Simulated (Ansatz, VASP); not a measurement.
**AlB2As3: VASP beside Ansatz**

```
CELL_PARAMETERS angstrom
2.62124 -4.73491 0.00000
2.62124 4.73491 0.00000
0.00000 0.00000 4.37492
ATOMIC_POSITIONS crystal
Al 0.00000 0.00000 0.00000
B 0.50000 0.00000 0.50000
B 0.00000 0.50000 0.50000
As 0.50000 0.50000 0.50000
As 0.66788 0.33212 0.00000
As 0.33212 0.66788 0.00000
```

Change from the starting cell: species swapped into the TbCo2Ni3 type (Cmmm, No. 65).

Alike in both runs: task single point; functional PBE; k mesh 4 × 4 × 4; occupations gaussian, width 0.1 eV; no spin polarisation.

|  | VASP | Ansatz |
| --- | --- | --- |
| version | VASP 6.6.1 | Ansatz 0.2.0 |
| potentials or method | VASP PAW PBE potentials, release 64 (Al, B, As), cutoff 520 eV | scalar-relativistic, plane waves, PAW |
| valence electrons in the cell | 24 | 54 |

VASP gave:

* gap on the k mesh at the Fermi level (eV): none
* pressure (GPa): -5.9
* traceless stress, the component that is largest in VASP (GPa): -5.23
* rms of the force components (eV/Å): 0.291

Question: Which values does Ansatz return?

Answer: gap on the k mesh at the Fermi level (eV): none; pressure (GPa): -5.9; traceless stress, the component that is largest in VASP (GPa): -5.19; rms of the force components (eV/Å): 0.289.

Atom by atom the forces differ by 0.002 eV/Å (rms over components). A gap of «none» marks a metal or a gap that the smearing closes. VASP's potentials hold 24 valence electrons a cell and Ansatz's 54, so a difference there can come from the potentials and not from the codes.
